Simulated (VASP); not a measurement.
# Mg (P6_3/mmc) in VASP: a series of runs

The runs below take Mg through density of states, with LDA.

Program: VASP 6.6.1. These are calculated values, not measurements. Logs are shortened: lines on timing, memory, paths and dates and some standing lists are left out, and cuts for length are marked.

## Step 1: The cell of the first run

The structure is hexagonal, space group P6_3/mmc (No. 194). Conventional cell: a = 2.367 Å, b = 2.367 Å, c = 3.828 Å, α = 90.00°, β = 90.00°, γ = 120.00°. Mg (site symmetry -6m2) has 12 Mg at 2.35 to 2.37 Å within 3.1 Å.

## Step 2: Density of states, LDA (volume scaled by 0.43)

File POSCAR:

```
Mg
1.0
    2.3673080152      0.0000000000      0.0000000000
   -1.1836540076      2.0501488797      0.0000000000
    0.0000000000      0.0000000000      3.8282168912
Mg
2
Direct
    0.3333333333      0.6666666667      0.2500000000
    0.6666666667      0.3333333333      0.7500000000
```

File INCAR.step1:

```
PREC = Accurate
ENCUT = 520
EDIFF = 1E-7
ISMEAR = -1
SIGMA = 0.05
LREAL = F
LASPH = T
NELM = 80
ALGO = Normal
ISIF = 2
LWAVE = F
LCHARG = T
GGA = CA
NBANDS = 9
```

File KPOINTS.step1:

```
regular mesh
0
Gamma
  15 15 9
```

File INCAR.step2:

```
PREC = Accurate
ENCUT = 520
EDIFF = 1E-7
ISMEAR = -5
SIGMA = 0.05
LREAL = F
LASPH = T
NELM = 80
ALGO = Normal
ISIF = 2
LWAVE = F
LCHARG = F
GGA = CA
LORBIT = 10
NEDOS = 2001
ICHARG = 11
```

File KPOINTS.step2:

```
regular mesh
0
Gamma
  23 23 14
```

Potentials or basis: VASP PAW LDA potentials, release 64 (Mg).

Command:

```bash
$ cat potpaw_LDA.64/Mg/POTCAR > POTCAR
$ cp INCAR.step1 INCAR
$ cp KPOINTS.step1 KPOINTS
$ mpirun -np 1 vasp_std > vasp.out
$ cp INCAR.step2 INCAR
$ cp KPOINTS.step2 KPOINTS
$ mpirun -np 1 vasp_std > vasp.out
```

OUTCAR:

```text
PREC = Accurate
   ENCUT = 520
   EDIFF = 1E-7
   ISMEAR = -5
   LREAL = F
   LASPH = T
   NELM = 80
   ISIF = 2
   GGA = CA
   LORBIT = 10
   ICHARG = 11

 ion  position               nearest neighbor table
   1  0.333  0.667  0.250-   2 2.35   2 2.35   2 2.35   2 2.35   2 2.35   2 2.35   2 3.34   2 3.34
                             2 3.34   2 3.34   2 3.34   2 3.34
   2  0.667  0.333  0.750-   1 2.35   1 2.35   1 2.35   1 2.35   1 2.35   1 2.35   1 3.34   1 3.34
                             1 3.34   1 3.34   1 3.34   1 3.34

  LATTYP: Found a hexagonal cell.
 ALAT       =     2.3673080152
 C/A-ratio  =     1.6171182063

  Lattice vectors:

 A1 = (   2.3673080152,   0.0000000000,   0.0000000000)
 A2 = (  -1.1836540076,   2.0501488797,   0.0000000000)
 A3 = (   0.0000000000,   0.0000000000,   3.8282168912)

Analysis of symmetry for initial positions (statically):
=====================================================================
 Subroutine PRICEL returns:
 Original cell was already a primitive cell.

 Routine SETGRP: Setting up the symmetry group for a
 hexagonal supercell.

 Subroutine GETGRP returns: Found 24 space group operations
 (whereof 12 operations were pure point group operations)
 out of a pool of 24 trial point group operations.

The static configuration has the point symmetry D_3d.
 The point group associated with its full space group is D_6h.

Analysis of symmetry for dynamics (positions and initial velocities):
=====================================================================
 Subroutine PRICEL returns:
 Original cell was already a primitive cell.

 Routine SETGRP: Setting up the symmetry group for a
 hexagonal supercell.

 Subroutine GETGRP returns: Found 24 space group operations
 (whereof 12 operations were pure point group operations)
 out of a pool of 24 trial point group operations.

The dynamic configuration has the point symmetry D_3d.
 The point group associated with its full space group is D_6h.

 Subroutine INISYM returns: Found 24 space group operations
 (whereof 12 operations are pure point group operations),
 and found     1 'primitive' translations

----------------------------------------------------------------------------------------

                                     Primitive cell

  volume of cell :      18.5796

  direct lattice vectors                    reciprocal lattice vectors
     2.367308015  0.000000000  0.000000000     0.422420738  0.243884727  0.000000000
    -1.183654008  2.050148880  0.000000000     0.000000000  0.487769454  0.000000000
     0.000000000  0.000000000  3.828216891     0.000000000  0.000000000  0.261218219

  length of vectors
     2.367308015  2.367308015  3.828216891     0.487769454  0.487769454  0.261218219

  position of ions in fractional coordinates (direct lattice)
     0.333333333  0.666666667  0.250000000
     0.666666667  0.333333333  0.750000000

  ion indices of the primitive-cell ions
   primitive index   ion index
                 1           1
                 2           2

----------------------------------------------------------------------------------------

 KPOINTS: regular mesh

Automatic generation of k-mesh.
 Grid dimensions read from file:
 generate k-points for:   23   23   14

 Generating k-lattice:

  Cartesian coordinates                     Fractional coordinates (reciprocal lattice)
     0.018366119  0.010603684  0.000000000     0.043478261  0.000000000  0.000000000
     0.000000000  0.021207368  0.000000000     0.000000000  0.043478261  0.000000000
     0.000000000  0.000000000  0.018658444     0.000000000  0.000000000  0.071428571

  Length of vectors
     0.021207368  0.021207368  0.018658444

  Shift w.r.t. Gamma in fractional coordinates (k-lattice)
     0.000000000  0.000000000  0.000000000

 TETIRR: Found   7567 inequivalent tetrahedra from    44436

 Subroutine IBZKPT returns following result:
 ===========================================

 Found    448 irreducible k-points:

 Following reciprocal coordinates:
            Coordinates               Weight
  0.000000  0.000000  0.000000      1.000000
  0.043478 -0.000000  0.000000      6.000000
  0.086957  0.000000  0.000000      6.000000
  0.130435  0.000000  0.000000      6.000000
  0.173913  0.000000  0.000000      6.000000
  0.217391  0.000000  0.000000      6.000000
[... 16 lines left out ...]
  0.478261  0.043478  0.000000      6.000000
  0.086957  0.086957  0.000000      6.000000
 [... further k-points ...]
   k-points           NKPTS =    448   k-points in BZ     NKDIM =    448   number of bands    NBANDS=      6
   number of dos      NEDOS =   2001   number of ions     NIONS =      2
   total plane-waves  NPLWV =   9072
   dimension x,y,z NGX =    18 NGY =   18 NGZ =   28
   dimension x,y,z NGXF=    36 NGYF=   36 NGZF=   56
   ions per type =               2
   NGX,Y,Z   is equivalent  to a cutoff of  12.64, 12.64, 12.16 a.u.
   NGXF,Y,Z  is equivalent  to a cutoff of  25.28, 25.28, 24.32 a.u.
 SYSTEM =  unknown system
   PREC   = accura    normal or accurate (medium, high low for compatibility)
   ISTART =      0    job   : 0-new  1-cont  2-samecut
   ICHARG =     11    charge: 1-file 2-atom 10-const
   ISPIN  =      1    spin polarized calculation?
   LNONCOLLINEAR =      F non collinear calculations
   LSORBIT =      F    spin-orbit coupling
   LASPH  =      T    aspherical Exc in radial PAW
   ENCUT  =  520.0 eV  38.22 Ry    6.18 a.u.   4.40  4.40  7.12*2*pi/ulx,y,z
   NELM   =     80;   NELMIN=  2; NELMDL=  0     # of ELM steps
   EDIFF  = 0.1E-06   stopping-criterion for ELM
   LREAL  =      F    real-space projection
   EDIFFG = 0.1E-05   stopping-criterion for IOM
   NSW    =      0    number of steps for IOM
   IBRION =     -1    ionic relax: 0-MD 1-quasi-New 2-CG
   NFREE  =      0    steps in history (QN), initial steepest desc. (CG)
   ISIF   =      2    stress and relaxation
   ISYM   =      2    0-nonsym 1-usesym 2-fastsym
   POTIM  = 0.5000    time-step for ionic-motion
   TEBEG  =    0.0;   TEEND  =   0.0 temperature during run
   PSTRESS=    0.0 pullay stress
   NELECT =       4.0000    total number of electrons
   NUPDOWN=      -1.0000    fix difference up-down
   EMIN   =  10.00;   EMAX   =-10.00  energy-range for DOS
   EFERMI =   0.00;   METHOD = LEGACY
   ISMEAR =    -5;   SIGMA  =   0.05  broadening in eV -4-tet -1-fermi 0-gaus
   EFERMI_NEDOS =   21; number of points for ismear=-14 and -15
   IALGO  =     38    algorithm
   IMIX   =      4    mixing-type and parameters
     AMIX     =   0.40;   BMIX     =  1.00
     AMIX_MAG =   1.60;   BMIX_MAG =  1.00
  volume/ion in A,a.u.               =       9.29        62.69
  Fermi-wavevector in a.u.,A,eV,Ry     =   0.981181  1.854164 13.098556  0.962717
  Thomas-Fermi vector in A             =   2.112168
   LORBIT       =     10    0 simple, 1 ext, 2 COOP (PROOUT), +10 PAW based schemes
   GGA     = CA    functional components
   LHFCALC =     F    Hartree Fock is set to
   AEXX    =    0.0000 exact exchange contribution
   IVDW    =     0    specifies the selected vdW correction
   LEPSILON=     F    determine dielectric tensor
   LRPA    =     F    only Hartree local field effects (RPA)
 non-spin polarized calculation
 Fermi weights with tetrahedron method with Bloechl corrections
  energy-cutoff  :      520.00
  volume of cell :       18.58
 maximum number of plane-waves:       529
 NGX is ok and might be reduce to    18

 number of electron       4.0000000 magnetization

 Free energy of the ion-electron system (eV)
  ---------------------------------------------------
  ext. energy  EPLUGINS =         0.00000000
  ---------------------------------------------------
  free energy    TOTEN  =         3.09170809 eV

  energy without entropy =        3.09170809  energy(sigma->0) =        3.09170809

 E-fermi :   9.5709     XC(G=0): -12.1456

 val. band max:        9.7457383157   @ k =   0.3043   0.3043   0.2857
 cond. band min:       9.4326072665   @ k =   0.4783  -0.0000   0.5000
 fundamental gap:     -0.3131310492
 Fermi energy:         9.5709143792

 k-point     1 :       0.0000    0.0000    0.0000
  band No.  band energies     occupation
      1      -2.0536      2.00000
      2       6.5987      2.00000
      3       8.2767      2.00000
      4      26.3945      0.00000
      5      26.3945      0.00000
      6      27.6082      0.00000

 k-point     2 :       0.0435   -0.0000    0.0000
  band No.  band energies     occupation
      1      -1.9843      2.00000
      2       6.6457      2.00000
      3       8.3391      2.00000
      4      25.0800      0.00000
      5      26.2003      0.00000
      6      27.9493      0.00000

 k-point     3 :       0.0870    0.0000    0.0000
  band No.  band energies     occupation
      1      -1.7770      2.00000
      2       6.7870      2.00000
      3       8.5240      2.00000
      4      23.1358      0.00000
      5      25.7727      0.00000
      6      26.7042      0.00000

 k-point     4 :       0.1304    0.0000    0.0000
  band No.  band energies     occupation
      1      -1.4341      2.00000
      2       7.0234      2.00000
      3       8.8236      2.12714
      4      21.1382      0.00000
      5      25.2651      0.00000
      6      25.2916      0.00000
[... 154 lines left out ...]
 k-point    22 :       0.4348    0.0435    0.0000
  band No.  band energies     occupation
      1       4.9171      2.00000
      2       7.6216      2.00000
      3      11.9179      0.00000
      4      14.2845      0.00000
      5      14.9939      0.00000
      6      16.8891      0.00000

 k-point    23 :       0.4783    0.0435    0.0000
  band No.  band energies     occupation
      1       5.8019      2.00000
      2       6.6825      2.00000
      3      12.4728      0.00000
      4      14.3148      0.00000
      5      14.5520      0.00000
      6      16.5785      0.00000

 k-point    24 :       0.0870    0.0870    0.0000
  band No.  band energies     occupation
      1      -1.2298      2.00000
      2       7.1659      2.00000
      3       8.9983      2.18873
      4      20.4873      0.00000
      5      23.0415      0.00000
      6      27.4294      0.00000

 [... further k-points ...]

------------------------ aborting loop because EDIFF is reached ----------------------------------------

  FORCE on cell =-STRESS in cart. coord.  units (eV):
  Direction    XX          YY          ZZ          XY          YZ          ZX
  --------------------------------------------------------------------------------------
  -------------------------------------------------------------------------------------
  Total       20.3734363     20.3734363     20.7768188      0.0000000      0.0000000      0.0000000
  in kB     1756.8640820   1756.8640819   1791.6489939      0.0000000      0.0000000      0.0000000
  external PRESSURE =    1768.4590526 kB  Pullay stress =       0.0000000 kB

 VOLUME and BASIS-vectors are now :
 -----------------------------------------------------------------------------
  energy-cutoff  :      520.00
  volume of cell :       18.58
      direct lattice vectors                 reciprocal lattice vectors
     2.367308015  0.000000000  0.000000000     0.422420738  0.243884727  0.000000000
    -1.183654008  2.050148880  0.000000000     0.000000000  0.487769454  0.000000000
     0.000000000  0.000000000  3.828216891     0.000000000  0.000000000  0.261218219

 POSITION                                       TOTAL-FORCE (eV/Angst)
 -----------------------------------------------------------------------------------
     -0.00000      1.36677      0.95705        -0.000000      0.000000      0.000000
      1.18365      0.68338      2.87116         0.000000     -0.000000      0.000000
 -----------------------------------------------------------------------------------
    total drift:                                0.000000     -0.000000      0.000000

  FREE ENERGIE OF THE ION-ELECTRON SYSTEM (eV)
  ---------------------------------------------------
  free  energy   TOTEN  =         3.0917080908 eV

  energy  without entropy=        3.0917080908  energy(sigma->0) =        3.09170809

 total charge

# of ion       s       p       d       tot
------------------------------------------
    1        0.364   0.436   0.080   0.880
    2        0.364   0.436   0.080   0.880
--------------------------------------------------
tot          0.728   0.873   0.160   1.761
```

Run time: 22 s. Hardware: 1 thread of Intel Xeon 6975P-C (Granite Rapids), shared host; peak memory 0.17 GiB.

Results:

| Quantity | Value |
| --- | --- |
| Valence electrons inside the program's atomic spheres | Mg 0.88 |

Levels at points of the mesh, in eV from the Fermi level:
| k point | band 1 | band 2 | band 3 | band 4 | band 5 | band 6 |
| --- | --- | --- | --- | --- | --- | --- |
| (0.00, 0.00, 0.00) | -11.62 | -2.97 | -1.29 | 16.82 | 16.82 | 18.04 |
| (0.00, 0.00, 0.50) | -9.08 | -9.08 | 8.19 | 8.19 | 17.68 | 17.68 |

Caveat: the cell differs from its parent crystal (volume scaled by 0.43); tetrahedron occupations give inexact forces and stress in metals.

## Step 3: Density of states, LDA

This run uses another cell than the first one, of 21.60 Å³/atom, 2.326 times its volume.

File POSCAR:

```
Mg
1.0
    3.1445587934      0.0000000000      0.0000000000
   -1.5722793967      2.7232677988      0.0000000000
    0.0000000000      0.0000000000      5.0456622780
Mg
2
Direct
    0.3333333333      0.6666666667      0.2500000000
    0.6666666667      0.3333333333      0.7500000000
```

File INCAR.step1:

```
SYSTEM = Mg
PREC = Accurate ; ENCUT = 520
EDIFF = 1E-6 ; ISMEAR = -1
SIGMA = 0.05 ; LREAL = .False.
LASPH = .True. ; NELM = 60
ALGO = Normal ; ISIF = 2
LWAVE = .False. ; LCHARG = .True.
NBANDS = 9
```

File KPOINTS.step1:

```
Automatic mesh
0
Gamma
  15 15 9
  0 0 0
```

File INCAR.step2:

```
SYSTEM = Mg
PREC = Accurate ; ENCUT = 520
EDIFF = 1E-6 ; ISMEAR = -5
SIGMA = 0.05 ; LREAL = .False.
LASPH = .True. ; NELM = 60
ALGO = Normal ; ISIF = 2
LWAVE = .False. ; LCHARG = .False.
LORBIT = 11 ; NEDOS = 2001
ICHARG = 11
```

File KPOINTS.step2:

```
Automatic mesh
0
Gamma
  23 23 14
  0 0 0
```

Potentials or basis: VASP PAW LDA potentials, release 64 (Mg).

Command:

```bash
$ cat potpaw_LDA.64/Mg/POTCAR > POTCAR
$ cp INCAR.step1 INCAR
$ cp KPOINTS.step1 KPOINTS
$ mpirun -np 1 vasp_std > vasp.out
$ cp INCAR.step2 INCAR
$ cp KPOINTS.step2 KPOINTS
$ mpirun -np 1 vasp_std > vasp.out
```

Run time: 2.5 min. Hardware: 1 thread of AMD EPYC 7R43 (Zen 3), shared host; peak memory 0.21 GiB.

The run converged. Its results:

```
Valence electrons inside the program's atomic spheres : Mg 0.38
```

Levels at points of the mesh, in eV from the Fermi level:
| k point | band 1 | band 2 | band 3 | band 4 | band 5 |
| --- | --- | --- | --- | --- | --- |
| (0.00, 0.00, 0.00) | -7.20 | -1.71 | -1.18 | 11.10 | 11.10 |
| (0.00, 0.00, 0.50) | -5.73 | -5.73 | 5.36 | 5.36 | 11.87 |

Caveat: tetrahedron occupations give inexact forces and stress in metals.
